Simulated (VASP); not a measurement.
Wanted: the native input for a VASP 6.6.1 run.

```
Task                   : single point
Functional             : PBEsol
Potentials or basis    : VASP PAW PBE potentials, release 64 (Ga_d, Co)
Cutoff                 : 520 eV
k mesh                 : 16 × 16 × 16
Occupations            : gaussian, width 0.15 eV
Spin                   : no spin polarisation
Dipole correction      : no
Further INCAR settings : ALGO = Fast; EDIFF = 1e-06; NBANDS = 18
```

The structure of GaCo lies in POSCAR:

```
GaCo
1.0
    2.7677760000      0.0000000000      0.0000000000
    0.0000000000      2.7677760000      0.0000000000
    0.0000000000      0.0000000000      2.8831000000
Ga Co
1 1
Direct
    0.5000000000      0.5000000000      0.5000000000
    0.0000000000      0.0000000000      0.0000000000
```

This cell differs from its parent crystal: strain -0.040 along x and y, +0.000 along z.

One way to write it, as run:

INCAR

```
PREC = Accurate
ENCUT = 520
EDIFF = 1E-6
ISMEAR = 0
SIGMA = 0.15
LREAL = F
LASPH = T
NELM = 100
ALGO = Fast
ISIF = 2
LWAVE = F
LCHARG = F
GGA = PS
NBANDS = 18
```

KPOINTS

```
regular mesh
0
Gamma
  16 16 16
```

Potentials or basis: VASP PAW PBE potentials, release 64 (Ga_d, Co).

Command:

```sh
$ cat potpaw_PBE.64/Ga_d/POTCAR potpaw_PBE.64/Co/POTCAR > POTCAR
$ mpirun -np 1 vasp_std > vasp.out
```

It gave:

* Pressure: 8.0 GPa
* Band gap on the k mesh: zero (band 11 reaches 12.29 eV, above the bottom of band 12 at 10.37 eV)

Caveat: the cell differs from its parent crystal (strain -0.040 along x and y, +0.000 along z); the PAW data sets were made with another functional, which shifts forces and pressure a little.

Wall time 99 s on 1 thread of AMD EPYC 9R45 (Zen 5), on a shared host, peak memory 0.24 GiB.
